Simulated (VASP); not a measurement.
Write the native input for VASP 6.6.1 that does the following.

| Property | Result |
| --- | --- |
| Task | single point |
| Functional | PBE |
| Potentials or basis | VASP PAW PBE potentials, release 64 (Sr_sv, Ti_sv, O) |
| Cutoff | 520 eV |
| k mesh | 8 × 8 × 8 |
| Occupations | gaussian, width 0.05 eV |
| Spin | no spin polarisation |
| Dipole correction | no |
| Further INCAR settings | ALGO = Normal; EDIFF = 1e-07; NBANDS = 51 |

The structure of SrTiO3 lies in POSCAR:

```
SrTiO3
1.0
   -2.9228988288      2.8175212070      4.0256619569
    2.8175212070     -2.9228988288      4.0256619569
    2.8487375016      2.8487375016     -4.0998232841
Sr Ti O
2 2 6
Direct
    0.7500000000      0.2500000000      0.5000000000
    0.2500000000      0.7500000000      0.5000000000
    0.0000000000      0.0000000000      0.0000000000
    0.5000000000      0.5000000000      0.0000000000
    0.2500000000      0.2500000000      0.0000000000
    0.7500000000      0.7500000000      0.0000000000
    0.7280787197      0.2280787197      0.9561574394
    0.2280787197      0.2719212803      0.5000000000
    0.2719212803      0.7719212803      0.0438425606
    0.7719212803      0.7280787197      0.5000000000
```

One way to write it, as run:

INCAR

```
PREC = Accurate ; ENCUT = 520
EDIFF = 1E-7 ; ISMEAR = 0
SIGMA = 0.05 ; LREAL = F
LASPH = T ; NELM = 80
ALGO = Normal ; ISIF = 2
LWAVE = F ; LCHARG = T
GGA = PE ; LELF = T
LVHAR = T ; NBANDS = 51
```

KPOINTS

```
regular mesh
0
Gamma
  8 8 8
```

Potentials or basis: VASP PAW PBE potentials, release 64 (Sr_sv, Ti_sv, O).

Command:

```sh
$ cat potpaw_PBE.64/Sr_sv/POTCAR potpaw_PBE.64/Ti_sv/POTCAR potpaw_PBE.64/O/POTCAR > POTCAR
$ mpirun -np 1 vasp_std > vasp.out
```

It gave:

- Pressure: -8.1 GPa
- Largest force: 0.061 eV/Å
- Band gap on the k mesh: 1.67 eV

Caveat: the cell stands under tension.

It took 42 min on 1 thread of Oxide Virtual Turin-like Processor, on a shared host, peak memory 0.86 GiB.
